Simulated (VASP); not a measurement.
Here is a VASP 6.6.1 calculation.

File INCAR:

```
SYSTEM = AlGa2P3
PREC     = Accurate       ! precision mode
ENCUT    = 520            ! plane-wave cutoff, eV
EDIFF    = 1E-6           ! SCF threshold, eV
ISMEAR   = 0              ! smearing method
SIGMA    = 0.02           ! smearing width, eV
LREAL    = .FALSE.        ! projectors in reciprocal space
LASPH    = .TRUE.         ! aspherical terms in the spheres
NELM     = 100            ! most SCF steps
ALGO     = Normal         ! electronic algorithm
ISIF     = 2              ! what is computed and relaxed
LWAVE    = .FALSE.        ! write WAVECAR
LCHARG   = .FALSE.        ! write CHGCAR
GGA      = PE             ! functional
NBANDS   = 31             ! bands
```

File KPOINTS:

```
regular mesh
0
G
  10 10 10
  0 0 0
```

File POSCAR:

```
AlGa2P3
1.0
   -2.0103094481      2.0103094481      8.5232260826
    2.0103094481     -2.0103094481      8.5232260826
    2.0103094481      2.0103094481     -8.5232260826
Al Ga P
1 2 3
Direct
    0.5000000000      0.5000000000      0.0000000000
    0.8334685251      0.8334685251      0.0000000000
    0.1665314749      0.1665314749      0.0000000000
    0.4173528127      0.9173528127      0.5000000000
    0.0826471873      0.5826471873      0.5000000000
    0.7500000000      0.2500000000      0.5000000000
```

Potentials or basis: VASP PAW PBE potentials, release 64 (Al, Ga_d, P).

Launch:

```sh
$ cat potpaw_PBE.64/Al/POTCAR potpaw_PBE.64/Ga_d/POTCAR potpaw_PBE.64/P/POTCAR > POTCAR
$ mpirun -np 1 vasp_std > vasp.out
```

(1) Estimate the pressure.

(2) What does it give for the largest force?

Answers

(1) -6.1 GPa.

(2) 0.008 eV/Å.

Caveat: the cell stands under tension.
